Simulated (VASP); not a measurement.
# Br (P1) in VASP: notebook

Br is run at these levels: LDA; tasks: single point.

All numbers are computed with VASP 6.6.1; they aren't measurements. Logs are shortened: lines on timing, memory, paths and dates and some standing lists are left out, and cuts for length are marked.

## 1. The cell of the first run

The typed cell holds 3 atoms: a = 4.598 Å, b = 4.598 Å, c = 4.598 Å, α = 90.00°, β = 90.00°, γ = 90.00°.

## 2. Single point, LDA

INCAR reads:

```
SYSTEM = Br
  PREC = Accurate
  ENCUT = 500
  EDIFF = 1E-6
  ISMEAR = 1
  SIGMA = 0.05
  LREAL = .False.
  LASPH = .True.
  NELM = 120
  ALGO = Normal
  ISIF = 2
  LWAVE = .False.
  LCHARG = .True.
  GGA = CA
  LELF = .True.
  LVHAR = .True.
  NBANDS = 18
  GGA_COMPAT = .False.
```

KPOINTS reads:

```
regular mesh
0
Gamma
  3 3 3
  0 0 0
```

POSCAR reads:

```
Br
1.0
    4.5976403800      0.0000000000      0.0000000000
    0.0000000000      4.5976403800      0.0000000000
    0.0000000000      0.0000000000      4.5976403800
Br
3
Direct
    0.4999483222     -0.0015319707      0.0006836195
    0.0011936291      0.5004374870     -0.0005667708
   -0.0011419513      0.0010944837      0.4998831513
```

Potentials or basis: VASP PAW LDA potentials, release 64 (Br).

Launch:

```
> cat potpaw_LDA.64/Br/POTCAR > POTCAR
> mpirun -np 1 vasp_std > vasp.out
```

OUTCAR:

```text
SYSTEM = Br
   PREC = Accurate
   ENCUT = 500
   EDIFF = 1E-6
   ISMEAR = 1
   LREAL = .False.
   LASPH = .True.
   NELM = 120
   ISIF = 2
   GGA = CA

 ion  position               nearest neighbor table
   1  0.500  0.998  0.001-
   2  0.001  0.500  0.999-
   3  0.999  0.001  0.500-

  LATTYP: Found a simple cubic cell.
 ALAT       =     4.5976403800

  Lattice vectors:

 A1 = (   4.5976403800,   0.0000000000,   0.0000000000)
 A2 = (   0.0000000000,   4.5976403800,   0.0000000000)
 A3 = (   0.0000000000,   0.0000000000,   4.5976403800)

Analysis of symmetry for initial positions (statically):
=====================================================================
 Subroutine PRICEL returns:
 Original cell was already a primitive cell.

 Routine SETGRP: Setting up the symmetry group for a
 simple cubic supercell.

 Subroutine GETGRP returns: Found  1 space group operations
 (whereof  1 operations were pure point group operations)
 out of a pool of 48 trial point group operations.

The static configuration has the point symmetry C_1 .

Analysis of symmetry for dynamics (positions and initial velocities):
=====================================================================
 Subroutine PRICEL returns:
 Original cell was already a primitive cell.

 Routine SETGRP: Setting up the symmetry group for a
 simple cubic supercell.

 Subroutine GETGRP returns: Found  1 space group operations
 (whereof  1 operations were pure point group operations)
 out of a pool of 48 trial point group operations.

The dynamic configuration has the point symmetry C_1 .

 Subroutine INISYM returns: Found  1 space group operations
 (whereof  1 operations are pure point group operations),
 and found     1 'primitive' translations

----------------------------------------------------------------------------------------

                                     Primitive cell

  volume of cell :      97.1863

  direct lattice vectors                    reciprocal lattice vectors
     4.597640380  0.000000000  0.000000000     0.217502875  0.000000000  0.000000000
     0.000000000  4.597640380  0.000000000     0.000000000  0.217502875  0.000000000
     0.000000000  0.000000000  4.597640380     0.000000000  0.000000000  0.217502875

  length of vectors
     4.597640380  4.597640380  4.597640380     0.217502875  0.217502875  0.217502875

  position of ions in fractional coordinates (direct lattice)
     0.499948322  0.998468029  0.000683620
     0.001193629  0.500437487  0.999433229
     0.998858049  0.001094484  0.499883151

  ion indices of the primitive-cell ions
   primitive index   ion index
                 1           1
                 2           2
                 3           3

----------------------------------------------------------------------------------------

 KPOINTS: regular mesh

Automatic generation of k-mesh.
 Grid dimensions read from file:
 generate k-points for:    3    3    3

 Generating k-lattice:

  Cartesian coordinates                     Fractional coordinates (reciprocal lattice)
     0.072500958  0.000000000  0.000000000     0.333333333  0.000000000  0.000000000
     0.000000000  0.072500958  0.000000000     0.000000000  0.333333333  0.000000000
     0.000000000  0.000000000  0.072500958     0.000000000  0.000000000  0.333333333

  Length of vectors
     0.072500958  0.072500958  0.072500958

  Shift w.r.t. Gamma in fractional coordinates (k-lattice)
     0.000000000  0.000000000  0.000000000

 Subroutine IBZKPT returns following result:
 ===========================================

 Found     14 irreducible k-points:

 Following reciprocal coordinates:
            Coordinates               Weight
  0.000000  0.000000  0.000000      1.000000
  0.333333  0.000000  0.000000      2.000000
  0.000000  0.333333  0.000000      2.000000
  0.000000  0.000000  0.333333      2.000000
  0.333333  0.333333  0.000000      2.000000
  0.000000  0.333333  0.333333      2.000000
  0.333333  0.000000  0.333333      2.000000
 -0.333333  0.333333  0.000000      2.000000
 -0.333333  0.000000  0.333333      2.000000
  0.000000 -0.333333  0.333333      2.000000
  0.333333  0.333333  0.333333      2.000000
 -0.333333  0.333333  0.333333      2.000000
 -0.333333 -0.333333  0.333333      2.000000
  0.333333 -0.333333  0.333333      2.000000
   k-points           NKPTS =     14   k-points in BZ     NKDIM =     14   number of bands    NBANDS=     18
   number of dos      NEDOS =    301   number of ions     NIONS =      3
   total plane-waves  NPLWV =  46656
   dimension x,y,z NGX =    36 NGY =   36 NGZ =   36
   dimension x,y,z NGXF=    72 NGYF=   72 NGZF=   72
   ions per type =               3
   NGX,Y,Z   is equivalent  to a cutoff of  13.02, 13.02, 13.02 a.u.
   NGXF,Y,Z  is equivalent  to a cutoff of  26.03, 26.03, 26.03 a.u.
 SYSTEM =  Br
   PREC   = accura    normal or accurate (medium, high low for compatibility)
   ISTART =      0    job   : 0-new  1-cont  2-samecut
   ICHARG =      2    charge: 1-file 2-atom 10-const
   ISPIN  =      1    spin polarized calculation?
   LNONCOLLINEAR =      F non collinear calculations
   LSORBIT =      F    spin-orbit coupling
   LASPH  =      T    aspherical Exc in radial PAW
   ENCUT  =  500.0 eV  36.75 Ry    6.06 a.u.   8.38  8.38  8.38*2*pi/ulx,y,z
   NELM   =    120;   NELMIN=  2; NELMDL= -5     # of ELM steps
   EDIFF  = 0.1E-05   stopping-criterion for ELM
   LREAL  =      F    real-space projection
   EDIFFG = 0.1E-04   stopping-criterion for IOM
   NSW    =      0    number of steps for IOM
   IBRION =     -1    ionic relax: 0-MD 1-quasi-New 2-CG
   NFREE  =      0    steps in history (QN), initial steepest desc. (CG)
   ISIF   =      2    stress and relaxation
   ISYM   =      2    0-nonsym 1-usesym 2-fastsym
   POTIM  = 0.5000    time-step for ionic-motion
   TEBEG  =    0.0;   TEEND  =   0.0 temperature during run
   PSTRESS=    0.0 pullay stress
   NELECT =      21.0000    total number of electrons
   NUPDOWN=      -1.0000    fix difference up-down
   EMIN   =  10.00;   EMAX   =-10.00  energy-range for DOS
   EFERMI =   0.00;   METHOD = LEGACY
   ISMEAR =     1;   SIGMA  =   0.05  broadening in eV -4-tet -1-fermi 0-gaus
   EFERMI_NEDOS =   21; number of points for ismear=-14 and -15
   IALGO  =     38    algorithm
   IMIX   =      4    mixing-type and parameters
     AMIX     =   0.40;   BMIX     =  1.00
     AMIX_MAG =   1.60;   BMIX_MAG =  1.00
  volume/ion in A,a.u.               =      32.40       218.62
  Fermi-wavevector in a.u.,A,eV,Ry     =   0.982380  1.856429 13.130586  0.965071
  Thomas-Fermi vector in A             =   2.113458
   LORBIT       =      0    0 simple, 1 ext, 2 COOP (PROOUT), +10 PAW based schemes
   GGA     = CA    functional components
   LHFCALC =     F    Hartree Fock is set to
   AEXX    =    0.0000 exact exchange contribution
   IVDW    =     0    specifies the selected vdW correction
   LEPSILON=     F    determine dielectric tensor
   LRPA    =     F    only Hartree local field effects (RPA)
 non-spin polarized calculation
 Methfessel and Paxton  Order N= 1 SIGMA  =   0.05
  energy-cutoff  :      500.00
  volume of cell :       97.19
 maximum number of plane-waves:      2517
 NGX is ok and might be reduce to    36
   NGX = 17   NGY = 17   NGZ = 17

 number of electron      21.0000005 magnetization

 Free energy of the ion-electron system (eV)
  ---------------------------------------------------
  ext. energy  EPLUGINS =         0.00000000
  ---------------------------------------------------
  free energy    TOTEN  =        -4.77534591 eV

  energy without entropy =       -4.77533910  energy(sigma->0) =       -4.77534364

 E-fermi :   0.1472     XC(G=0):  -8.5538

 val. band max:        0.1196694856   @ k =   0.0000   0.0000   0.3333
 cond. band min:       0.2030407780   @ k =   0.3333   0.3333   0.3333
 fundamental gap:      0.0833712924
 Fermi energy:         0.1471736417

 k-point     1 :       0.0000    0.0000    0.0000
  band No.  band energies     occupation
      1     -15.0606      2.00000
      2     -13.3142      2.00000
      3     -13.3141      2.00000
      4      -3.5440      2.00000
      5      -3.5439      2.00000
      6      -3.5437      2.00000
[... 10 lines left out ...]
     17       8.8610      0.00000
     18       8.8611      0.00000

 k-point     2 :       0.3333    0.0000    0.0000
  band No.  band energies     occupation
      1     -14.7421      2.00000
      2     -13.7455      2.00000
      3     -13.2946      2.00000
      4      -3.1263      2.00000
      5      -3.1259      2.00000
      6      -2.8585      2.00000
[... 10 lines left out ...]
     17      10.0845      0.00000
     18      10.1791      0.00000

 k-point     3 :       0.0000    0.3333    0.0000
  band No.  band energies     occupation
      1     -14.7421      2.00000
      2     -13.7455      2.00000
      3     -13.2946      2.00000
      4      -3.1263      2.00000
      5      -3.1258      2.00000
      6      -2.8585      2.00000
[... 10 lines left out ...]
     17      10.0864      0.00000
     18      10.1813      0.00000

 k-point     4 :       0.0000    0.0000    0.3333
  band No.  band energies     occupation
      1     -14.7421      2.00000
      2     -13.7454      2.00000
      3     -13.2946      2.00000
      4      -3.1266      2.00000
      5      -3.1257      2.00000
      6      -2.8584      2.00000
[... 165 lines left out ...]
      4      -4.3709      2.00000
      5      -3.0449      2.00000
      6      -3.0380      2.00000
[... 10 lines left out ...]
     17      10.2091      0.00000
     18      11.6462      0.00000

 k-point    13 :      -0.3333   -0.3333    0.3333
  band No.  band energies     occupation
      1     -14.2263      2.00000
      2     -13.7620      2.00000
      3     -13.7536      2.00000
      4      -4.3708      2.00000
      5      -3.0454      2.00000
      6      -3.0386      2.00000
[... 10 lines left out ...]
     17      10.2115      0.00000
     18      11.6347      0.00000

 k-point    14 :       0.3333   -0.3333    0.3333
  band No.  band energies     occupation
      1     -14.2263      2.00000
      2     -13.7589      2.00000
      3     -13.7567      2.00000
      4      -4.3709      2.00000
      5      -3.0452      2.00000
      6      -3.0380      2.00000
[... 10 lines left out ...]
     17      10.2084      0.00000
     18      11.6493      0.00000

------------------------ aborting loop because EDIFF is reached ----------------------------------------

  FORCE on cell =-STRESS in cart. coord.  units (eV):
  Direction    XX          YY          ZZ          XY          YZ          ZX
  --------------------------------------------------------------------------------------
  -------------------------------------------------------------------------------------
  Total       -2.8624399     -2.8630191     -2.8636344     -0.0018196     -0.0001648     -0.0006601
  in kB      -47.1891286    -47.1986779    -47.2088207     -0.0299980     -0.0027167     -0.0108815
  external PRESSURE =     -47.1988757 kB  Pullay stress =       0.0000000 kB

 VOLUME and BASIS-vectors are now :
 -----------------------------------------------------------------------------
  energy-cutoff  :      500.00
  volume of cell :       97.19
      direct lattice vectors                 reciprocal lattice vectors
     4.597640380  0.000000000  0.000000000     0.217502875  0.000000000  0.000000000
     0.000000000  4.597640380  0.000000000     0.000000000  0.217502875  0.000000000
     0.000000000  0.000000000  4.597640380     0.000000000  0.000000000  0.217502875

 POSITION                                       TOTAL-FORCE (eV/Angst)
 -----------------------------------------------------------------------------------
      2.29858      4.59060      0.00314         0.000831      0.013774     -0.005819
      0.00549      2.30083      4.59503        -0.009506     -0.007093      0.003936
      4.59239      0.00503      2.29828         0.008674     -0.006681      0.001883
 -----------------------------------------------------------------------------------
    total drift:                               -0.000002      0.000016      0.000002

  FREE ENERGIE OF THE ION-ELECTRON SYSTEM (eV)
  ---------------------------------------------------
  free  energy   TOTEN  =        -4.7753459052 eV

  energy  without entropy=       -4.7753391016  energy(sigma->0) =       -4.77534364
```

It took 20 s on 1 thread of Intel Xeon 8259CL, shared host; peak memory 0.17 GiB.

Results:

- Free energy: -4.7753 eV
- Pressure: -4.7 GPa
- Largest force: 0.015 eV/Å
- Band gap on the k mesh: zero (an odd number of electrons rules out a gap without spin polarisation)

Forces on the atoms (eV/Å):
```
Br   0.001  0.014 -0.006
Br  -0.010 -0.007  0.004
Br   0.009 -0.007  0.002
```

Levels at points of the mesh, in eV from the Fermi level:
| k point | band 7 | band 8 | band 9 | band 10 | band 11 | band 12 | band 13 | band 14 | band 15 | band 16 |
| --- | --- | --- | --- | --- | --- | --- | --- | --- | --- | --- |
| (0.00, 0.00, 0.00) | -0.98 | -0.98 | -0.98 | 0.31 | 0.31 | 0.31 | 4.76 | 6.99 | 8.00 | 8.00 |

Caveat: the k points lie up to 0.46 Å⁻¹ apart, too coarse for converged energies and pressures of a metal; an odd number of electrons without spin polarisation forces a metal; a magnetic or distorted state may lie lower.

## 3. Single point, LDA

INCAR reads:

```
SYSTEM = Br
  ALGO = Normal
  EDIFF = 1E-6
  ENCUT = 500
  GGA_COMPAT = .FALSE.
  ISIF = 2
  ISMEAR = 1
  LASPH = .TRUE.
  LCHARG = .FALSE.
  LREAL = .FALSE.
  LWAVE = .FALSE.
  NBANDS = 18
  NELM = 120
  PREC = Accurate
  SIGMA = 0.05
```

KPOINTS reads:

```
k-points
0
G
  3 3 3
  0 0 0
```

POSCAR reads:

```
Br
1.0
    4.5976403800      0.0000000000      0.0000000000
    0.0000000000      4.5976403800      0.0000000000
    0.0000000000      0.0000000000      4.5976403800
Br
3
Direct
    0.4999354128     -0.0019147970      0.0008544541
    0.0014919216      0.5005467729     -0.0007084161
   -0.0014273344      0.0013680241      0.4998539620
```

Potentials or basis: VASP PAW LDA potentials, release 64 (Br).

Launch:

```
> cat potpaw_LDA.64/Br/POTCAR > POTCAR
> mpirun -np 1 vasp_std > vasp.out
```

Wall time 18 s (1 thread of Intel Xeon 8259CL, shared host); peak memory 0.17 GiB.

Results (log left out):

```
Free energy            : -4.7753 eV
Pressure               : -4.7 GPa
Largest force          : 0.019 eV/Å
Band gap on the k mesh : zero (an odd number of electrons rules out a gap without spin polarisation)
```

Forces in eV/Å, atoms in the order of the input:
```
Br   0.001  0.017 -0.007
Br  -0.012 -0.009  0.005
Br   0.011 -0.008  0.002
```

Levels at points of the mesh, in eV from the Fermi level:
```
           k point  band 7  band 8  band 9  band 10  band 11  band 12  band 13  band 14  band 15  band 16
(0.00, 0.00, 0.00)   -0.98   -0.98   -0.98     0.31     0.31     0.31     4.76     6.99     8.00     8.00
```

Caveat: the k points lie up to 0.46 Å⁻¹ apart, too coarse for converged energies and pressures of a metal; an odd number of electrons without spin polarisation forces a metal; a magnetic or distorted state may lie lower.

## 4. Single point, LDA

INCAR reads:

```
SYSTEM = Br
PREC = Accurate
ENCUT = 500
EDIFF = 1E-6
ISMEAR = 1
SIGMA = 0.05
LREAL = .False.
LASPH = .True.
NELM = 120
ALGO = Normal
ISIF = 2
LWAVE = .False.
LCHARG = .False.
NBANDS = 18
GGA_COMPAT = .False.
```

KPOINTS reads:

```
regular mesh
0
Gamma
  3 3 3
  0 0 0
```

POSCAR reads:

```
Br
1.0
    4.5976403800      0.0000000000      0.0000000000
    0.0000000000      4.5976403800      0.0000000000
    0.0000000000      0.0000000000      4.5976403800
Br
3
Direct
    0.4999225101     -0.0022975125      0.0010252419
    0.0017901377      0.5006560016     -0.0008500300
   -0.0017126477      0.0016415109      0.4998247881
```

Launch:

```
> cat potpaw_LDA.64/Br/POTCAR > POTCAR
> mpirun -np 1 vasp_std > vasp.out
```

Run time: 20 s. Hardware: 1 thread of Intel Xeon 8259CL, shared host; peak memory 0.16 GiB.

Results (log left out):

```yaml
Free_energy: -4.7752 eV
Pressure: -4.7 GPa
Largest_force: 0.022 eV/Å
Band_gap_on_the_k_mesh: zero (an odd number of electrons rules out a gap without spin polarisation)
```

Forces in eV/Å, atoms in the order of the input:
```
Br   0.001  0.021 -0.009
Br  -0.014 -0.011  0.006
Br   0.013 -0.010  0.003
```

Levels at points of the mesh, in eV from the Fermi level:
| k point | band 9 | band 10 | band 11 | band 12 | band 13 | band 14 |
| --- | --- | --- | --- | --- | --- | --- |
| (0.00, 0.00, 0.00) | -0.98 | 0.31 | 0.31 | 0.31 | 4.76 | 6.99 |

Caveat: the k points lie up to 0.46 Å⁻¹ apart, too coarse for converged energies and pressures of a metal; an odd number of electrons without spin polarisation forces a metal; a magnetic or distorted state may lie lower.
